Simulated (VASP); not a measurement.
Cr3As, 4 atoms in the cell. It takes space group I4/mmm (No. 139, tetragonal). Conventional cell: a = 4.083 Å, b = 4.083 Å, c = 5.861 Å, α = 90.00°, β = 90.00°, γ = 90.00°. Cr (site symmetry -4m2) has 10 Cr at 2.51 to 2.93 Å and 4 As at 2.51 Å within 3.3 Å. Within 3.3 Å of Cr (site symmetry 4/mmm) lie 8 Cr at 2.51 Å and 6 As at 2.89 to 2.93 Å. Within 3.3 Å of As (site symmetry 4/mmm) lie 14 Cr at 2.51 to 2.93 Å. 

| Item | Value |
| --- | --- |
| Program | VASP 6.6.1 |
| Task | single point |
| Functional | PBEsol |
| Potentials or basis | VASP PAW PBE potentials, release 64 (Cr_pv, As) |
| Cutoff | 520 eV |
| k mesh | 10 × 10 × 10 |
| Occupations | fermi-dirac, width 0.1 eV |
| Spin | collinear spin, ferromagnetic start |
| Starting moments | [2.1, 2.1, 2.1, 0.0] μB |
| Dipole correction | no |
| Further INCAR settings | ALGO = Normal; EDIFF = 1e-07; NBANDS = 32 |

Potentials or basis: VASP PAW PBE potentials, release 64 (Cr_pv, As).

Launch:

```console
$ cat potpaw_PBE.64/Cr_pv/POTCAR potpaw_PBE.64/As/POTCAR > POTCAR
$ mpirun -np 1 vasp_std > vasp.out
```

Hardware: 1 thread of AMD EPYC 7R43 64-Core Processor (Zen 3), on a shared host.

Estimate the wall time of this run.

Wall time 12 min on 1 thread of AMD EPYC 7R43 64-Core Processor (Zen 3), on a shared host, peak memory 0.32 GiB. Counts: scf iterations 26, k points 102.
